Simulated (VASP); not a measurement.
A run of VASP 6.6.1 is set up as follows.

The input INCAR:

```
SYSTEM = Ag
  PREC = Accurate
  ENCUT = 520
  EDIFF = 1E-6
  ISMEAR = 0
  SIGMA = 0.1
  LREAL = .FALSE.
  LASPH = .TRUE.
  NELM = 60
  ALGO = Fast
  ISIF = 2
  LWAVE = .FALSE.
  LCHARG = .FALSE.
  GGA = PS
  NBANDS = 24
```

Contents of KPOINTS:

```
Automatic mesh
0
G
  18 18 18
  0 0 0
```

Contents of POSCAR:

```
Ag
1.0
    1.4625026455      0.8443762961      7.1573481396
   -1.4625026455      0.8443762961      7.1573481396
    0.0000000000     -1.6887525921      7.1573481396
Ag
3
Direct
    0.0000000000      0.0000000000      0.0000000000
    0.7776871195      0.7776871195      0.7776871195
    0.2223128805      0.2223128805      0.2223128805
```

Potentials or basis: VASP PAW PBE potentials, release 64 (Ag).

Launch:

```sh
$ cat potpaw_PBE.64/Ag/POTCAR > POTCAR
$ mpirun -np 1 vasp_std > vasp.out
```

Question: Estimate the pressure.

Answer: -5.9 GPa.

Question: Estimate the band gap on the k mesh.

Answer: Zero (an odd number of electrons rules out a gap without spin polarisation).

Caveat: the cell stands under tension; the PAW data sets were made with another functional, which shifts forces and pressure a little.
